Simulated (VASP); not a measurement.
# Mg2Pd (I4/mmm) in VASP: a series of runs, part 2 of 2

VASP 6.6.1. The steps go on from the part before.

## 3. Single point, LDA

File INCAR:

```
SYSTEM = Mg2Pd
  PREC = Accurate
  ENCUT = 520
  EDIFF = 1E-6
  ISMEAR = 1
  SIGMA = 0.15
  LREAL = .FALSE.
  LASPH = .TRUE.
  NELM = 60
  ALGO = Normal
  ISIF = 2
  LWAVE = .FALSE.
  LCHARG = .FALSE.
  GGA = CA
  NBANDS = 14
```

File KPOINTS:

```
regular mesh
0
G
  8 8 8
  0 0 0
```

File POSCAR:

```
Mg2Pd
1.0
   -1.6200259000      1.6200259000      5.0401132800
    1.6200259000     -1.6200259000      5.0401132800
    1.6200259000      1.6200259000     -5.0401132800
Mg Pd
2 1
Direct
    0.6472166100      0.6472166100      0.0000000000
    0.3527833900      0.3527833900      0.0000000000
    0.0000000000      0.0000000000      0.0000000000
```

Potentials or basis: VASP PAW LDA potentials, release 64 (Mg, Pd).

Run with:

```
cat potpaw_LDA.64/Mg/POTCAR potpaw_LDA.64/Pd/POTCAR > POTCAR
mpirun -np 1 vasp_std > vasp.out
```

OUTCAR:

```text
SYSTEM = Mg2Pd
   PREC = Accurate
   ENCUT = 520
   EDIFF = 1E-6
   ISMEAR = 1
   LREAL = .FALSE.
   LASPH = .TRUE.
   NELM = 60
   ISIF = 2
   GGA = CA

 ion  position               nearest neighbor table
   1  0.647  0.647  0.000-   3 2.73   3 2.73   3 2.73   3 2.73   2 2.97   2 3.09   2 3.09   2 3.09
                             2 3.09
   2  0.353  0.353  0.000-   3 2.73   3 2.73   3 2.73   3 2.73   1 2.97   1 3.09   1 3.09   1 3.09
                             1 3.09
   3  0.000  0.000  0.000-   1 2.73   2 2.73   1 2.73   2 2.73   1 2.73   2 2.73   2 2.73   1 2.73

  LATTYP: Found a body centered tetragonal cell.
 ALAT       =     3.2400518000
 C/A-ratio  =     3.1111312973

  Lattice vectors:

 A1 = (  -1.6200259000,   1.6200259000,   5.0401132800)
 A2 = (   1.6200259000,  -1.6200259000,   5.0401132800)
 A3 = (   1.6200259000,   1.6200259000,  -5.0401132800)

Analysis of symmetry for initial positions (statically):
=====================================================================
 Subroutine PRICEL returns:
 Original cell was already a primitive cell.

 Routine SETGRP: Setting up the symmetry group for a
 body centered tetragonal supercell.

 Subroutine GETGRP returns: Found 16 space group operations
 (whereof 16 operations were pure point group operations)
 out of a pool of 16 trial point group operations.

The static configuration has the point symmetry D_4h.

Analysis of symmetry for dynamics (positions and initial velocities):
=====================================================================
 Subroutine PRICEL returns:
 Original cell was already a primitive cell.

 Routine SETGRP: Setting up the symmetry group for a
 body centered tetragonal supercell.

 Subroutine GETGRP returns: Found 16 space group operations
 (whereof 16 operations were pure point group operations)
 out of a pool of 16 trial point group operations.

The dynamic configuration has the point symmetry D_4h.

 Subroutine INISYM returns: Found 16 space group operations
 (whereof 16 operations are pure point group operations),
 and found     1 'primitive' translations

----------------------------------------------------------------------------------------

                                     Primitive cell

  volume of cell :      52.9108

  direct lattice vectors                    reciprocal lattice vectors
    -1.620025900  1.620025900  5.040113280     0.000000000  0.308637041  0.099204119
     1.620025900 -1.620025900  5.040113280     0.308637041  0.000000000  0.099204119
     1.620025900  1.620025900 -5.040113280     0.308637041  0.308637041  0.000000000

  length of vectors
     5.536398623  5.536398623  5.536398623     0.324188649  0.324188649  0.436478689

  position of ions in fractional coordinates (direct lattice)
     0.647216610  0.647216610  0.000000000
     0.352783390  0.352783390  0.000000000
     0.000000000  0.000000000  0.000000000

  ion indices of the primitive-cell ions
   primitive index   ion index
                 1           1
                 2           2
                 3           3

----------------------------------------------------------------------------------------

 KPOINTS: regular mesh

Automatic generation of k-mesh.
 Grid dimensions read from file:
 generate k-points for:    8    8    8

 Generating k-lattice:

[... 47 lines left out ...]
   dimension x,y,z NGXF=    84 NGYF=   84 NGZF=   84
   ions per type =               2   1
   NGX,Y,Z   is equivalent  to a cutoff of  12.61, 12.61, 12.61 a.u.
   NGXF,Y,Z  is equivalent  to a cutoff of  25.22, 25.22, 25.22 a.u.
 SYSTEM =  Mg2Pd
   PREC   = accura    normal or accurate (medium, high low for compatibility)
   ISTART =      0    job   : 0-new  1-cont  2-samecut
   ICHARG =      2    charge: 1-file 2-atom 10-const
   ISPIN  =      1    spin polarized calculation?
   LNONCOLLINEAR =      F non collinear calculations
   LSORBIT =      F    spin-orbit coupling
   LASPH  =      T    aspherical Exc in radial PAW
   ENCUT  =  520.0 eV  38.22 Ry    6.18 a.u.  10.29 10.29 10.29*2*pi/ulx,y,z
   NELM   =     60;   NELMIN=  2; NELMDL= -5     # of ELM steps
   EDIFF  = 0.1E-05   stopping-criterion for ELM
   LREAL  =      F    real-space projection
   EDIFFG = 0.1E-04   stopping-criterion for IOM
   NSW    =      0    number of steps for IOM
   IBRION =     -1    ionic relax: 0-MD 1-quasi-New 2-CG
   NFREE  =      0    steps in history (QN), initial steepest desc. (CG)
   ISIF   =      2    stress and relaxation
   ISYM   =      2    0-nonsym 1-usesym 2-fastsym
   POTIM  = 0.5000    time-step for ionic-motion
   TEBEG  =    0.0;   TEEND  =   0.0 temperature during run
   PSTRESS=    0.0 pullay stress
   NELECT =      14.0000    total number of electrons
   NUPDOWN=      -1.0000    fix difference up-down
   EMIN   =  10.00;   EMAX   =-10.00  energy-range for DOS
   EFERMI =   0.00;   METHOD = LEGACY
   ISMEAR =     1;   SIGMA  =   0.15  broadening in eV -4-tet -1-fermi 0-gaus
   EFERMI_NEDOS =   21; number of points for ismear=-14 and -15
   IALGO  =     38    algorithm
   IMIX   =      4    mixing-type and parameters
     AMIX     =   0.40;   BMIX     =  1.00
     AMIX_MAG =   1.60;   BMIX_MAG =  1.00
  volume/ion in A,a.u.               =      17.64       119.02
  Fermi-wavevector in a.u.,A,eV,Ry     =   1.051000  1.986102 15.029013  1.104601
  Thomas-Fermi vector in A             =   2.186026
   LORBIT       =      0    0 simple, 1 ext, 2 COOP (PROOUT), +10 PAW based schemes
   GGA     = CA    functional components
   LHFCALC =     F    Hartree Fock is set to
   AEXX    =    0.0000 exact exchange contribution
   IVDW    =     0    specifies the selected vdW correction
   LEPSILON=     F    determine dielectric tensor
   LRPA    =     F    only Hartree local field effects (RPA)
 non-spin polarized calculation
 Methfessel and Paxton  Order N= 1 SIGMA  =   0.15
  energy-cutoff  :      520.00
  volume of cell :       52.91
 maximum number of plane-waves:      1441
 NGX is ok and might be reduce to    42
   NGX = 21   NGY = 21   NGZ = 21

 number of electron      13.9999999 magnetization

 Free energy of the ion-electron system (eV)
  ---------------------------------------------------
  ext. energy  EPLUGINS =         0.00000000
  ---------------------------------------------------
  free energy    TOTEN  =       -11.77117806 eV

  energy without entropy =      -11.76984784  energy(sigma->0) =      -11.77073465

 E-fermi :   5.0225     XC(G=0): -10.4623

 val. band max:        4.9884961133   @ k =  -0.2500   0.5000   0.1250
 cond. band min:       5.0429424511   @ k =  -0.1250   0.1250   0.1250
 fundamental gap:      0.0544463378
 Fermi energy:         5.0225282399

 k-point     1 :       0.0000    0.0000    0.0000
  band No.  band energies     occupation
      1      -2.4122      2.00000
      2       0.8445      2.00000
      3       1.2244      2.00000
      4       2.4768      2.00000
      5       2.4768      2.00000
      6       2.8523      2.00000
      7       3.8687      2.00000
      8       5.3406     -0.01063
      9      11.8484      0.00000
     10      12.5445      0.00000
     11      12.5445      0.00000
     12      13.2590      0.00000
     13      13.2590      0.00000
     14      15.2735      0.00000
[... 377 lines left out ...]
      1       0.9041      2.00000
      2       1.0652      2.00000
      3       1.8575      2.00000
      4       1.8584      2.00000
      5       2.1794      2.00000
      6       3.4183      2.00000
      7       4.3211      2.00000
      8       5.5997     -0.00000
      9       7.2178     -0.00000
     10      10.1871      0.00000
     11      10.3275      0.00000
     12      11.8615      0.00000
     13      13.2682      0.00000
     14      13.2987      0.00000

 [... further k-points ...]

------------------------ aborting loop because EDIFF is reached ----------------------------------------

  FORCE on cell =-STRESS in cart. coord.  units (eV):
  Direction    XX          YY          ZZ          XY          YZ          ZX
  --------------------------------------------------------------------------------------
  -------------------------------------------------------------------------------------
  Total       -1.3488018     -1.3488018     -1.2136194      0.0000000      0.0000000      0.0000000
  in kB      -40.8427054    -40.8427054    -36.7492860      0.0000000      0.0000000      0.0000000
  external PRESSURE =     -39.4782323 kB  Pullay stress =       0.0000000 kB

 VOLUME and BASIS-vectors are now :
 -----------------------------------------------------------------------------
  energy-cutoff  :      520.00
  volume of cell :       52.91
      direct lattice vectors                 reciprocal lattice vectors
    -1.620025900  1.620025900  5.040113280     0.000000000  0.308637041  0.099204119
     1.620025900 -1.620025900  5.040113280     0.308637041  0.000000000  0.099204119
     1.620025900  1.620025900 -5.040113280     0.308637041  0.308637041  0.000000000

 POSITION                                       TOTAL-FORCE (eV/Angst)
 -----------------------------------------------------------------------------------
      0.00000      0.00000      6.52409        -0.000000     -0.000000     -0.204319
      0.00000      0.00000      3.55614        -0.000000     -0.000000      0.204319
      0.00000      0.00000      0.00000         0.000000      0.000000      0.000000
 -----------------------------------------------------------------------------------
    total drift:                               -0.000000     -0.000000      0.000000

  FREE ENERGIE OF THE ION-ELECTRON SYSTEM (eV)
  ---------------------------------------------------
  free  energy   TOTEN  =       -11.7711780620 eV

  energy  without entropy=      -11.7698478386  energy(sigma->0) =      -11.77073465
```

OSZICAR:

```text
N       E                     dE             d eps       ncg     rms          rms(c)
DAV:   1     0.470830006300E+02    0.47083E+02   -0.55144E+03  1652   0.819E+02
DAV:   2    -0.107966514554E+02   -0.57880E+02   -0.51285E+02  1982   0.157E+02
DAV:   3    -0.121346992908E+02   -0.13380E+01   -0.13318E+01  2108   0.244E+01
DAV:   4    -0.121436510920E+02   -0.89518E-02   -0.89511E-02  1916   0.215E+00
DAV:   5    -0.121438439684E+02   -0.19288E-03   -0.19288E-03  2132   0.323E-01    0.402E+00
DAV:   6    -0.118565430484E+02    0.28730E+00   -0.58611E-01  1838   0.621E+00    0.127E+00
DAV:   7    -0.117909630768E+02    0.65580E-01   -0.17042E-01  1838   0.276E+00    0.102E+00
DAV:   8    -0.117733066473E+02    0.17656E-01   -0.45383E-02  2024   0.185E+00    0.225E-01
DAV:   9    -0.117712245607E+02    0.20821E-02   -0.17250E-03  1856   0.260E-01    0.423E-02
DAV:  10    -0.117711831628E+02    0.41398E-04   -0.85545E-05  2042   0.510E-02    0.200E-02
DAV:  11    -0.117711781246E+02    0.50382E-05   -0.72949E-06  1898   0.190E-02    0.178E-03
DAV:  12    -0.117711780620E+02    0.62651E-07   -0.20654E-07  1126   0.286E-03
   1 F= -.11771178E+02 E0= -.11770735E+02  d E =-.133022E-02
```

stdout:

```text
POSCAR found type information on POSCAR MgPd
 POSCAR found :  2 types and       3 ions
 scaLAPACK will be used
 LDA part: xc-table for (Slater(with rela. corr.)+CA(PZ))
 , standard interpolation
 POSCAR, INCAR and KPOINTS ok, starting setup
 FFT: planning ... GRIDC
 FFT: planning ... GRID_SOFT
 FFT: planning ... GRID
 WAVECAR not read
 entering main loop
```

Run time: 68 s. Hardware: 1 thread of AMD EPYC 7R13 (Zen 3), shared host; peak memory 0.2 GiB.

Results:

| Quantity | Value |
| --- | --- |
| Free energy | -11.7712 eV |
| Pressure | -3.9 GPa |
| Largest force | 0.204 eV/Å |
| Band gap on the k mesh | zero (band 7 reaches 6.87 eV, above the bottom of band 8 at 4.25 eV) |

Forces in eV/Å, atoms in the order of the input:
```
Mg   0.000  0.000 -0.204
Mg   0.000  0.000  0.204
Pd   0.000  0.000  0.000
```

Stress tensor (GPa, compression positive):
```
-4.08  0.00  0.00
 0.00 -4.08  0.00
 0.00  0.00 -3.67
```

## 4. Single point, LDA

File INCAR:

```
PREC = Accurate ; ENCUT = 520
EDIFF = 1E-6 ; ISMEAR = 1
SIGMA = 0.15 ; LREAL = False
LASPH = True ; NELM = 100
ALGO = Normal ; ISIF = 2
LWAVE = False ; LCHARG = False
NBANDS = 14
```

File KPOINTS:

```
Automatic mesh
0
Gamma
  8 8 8
```

POSCAR is that of step 3.

Run with:

```
cat potpaw_LDA.64/Mg/POTCAR potpaw_LDA.64/Pd/POTCAR > POTCAR
mpirun -np 1 vasp_std > vasp.out
```

Wall time 64 s (1 thread of AMD EPYC 7R13 (Zen 3), shared host); peak memory 0.2 GiB.

Results (log left out):

* Free energy: -11.7712 eV
* Pressure: -3.9 GPa
* Largest force: 0.204 eV/Å
* Band gap on the k mesh: zero (band 7 reaches 6.87 eV, above the bottom of band 8 at 4.25 eV)

Forces on the atoms (eV/Å):
```
Mg   0.000  0.000 -0.204
Mg   0.000  0.000  0.204
Pd   0.000  0.000  0.000
```

Stress tensor (GPa, compression positive):
```
-4.08  0.00  0.00
 0.00 -4.08  0.00
 0.00  0.00 -3.67
```

Levels at points of the mesh, in eV from the Fermi level:
| k point | band 5 | band 6 | band 7 | band 8 | band 9 | band 10 |
| --- | --- | --- | --- | --- | --- | --- |
| (0.00, 0.00, 0.00) | -2.55 | -2.17 | -1.15 | 0.32 | 6.83 | 7.52 |
| (0.50, 0.00, 0.00) | -2.88 | -2.43 | -0.83 | -0.78 | 1.72 | 4.95 |
| (0.50, 0.50, 0.00) | -1.49 | -0.57 | 0.80 | 1.67 | 1.67 | 2.17 |
| (0.50, 0.50, 0.50) | -2.52 | -2.52 | -2.17 | 5.31 | 6.22 | 6.22 |
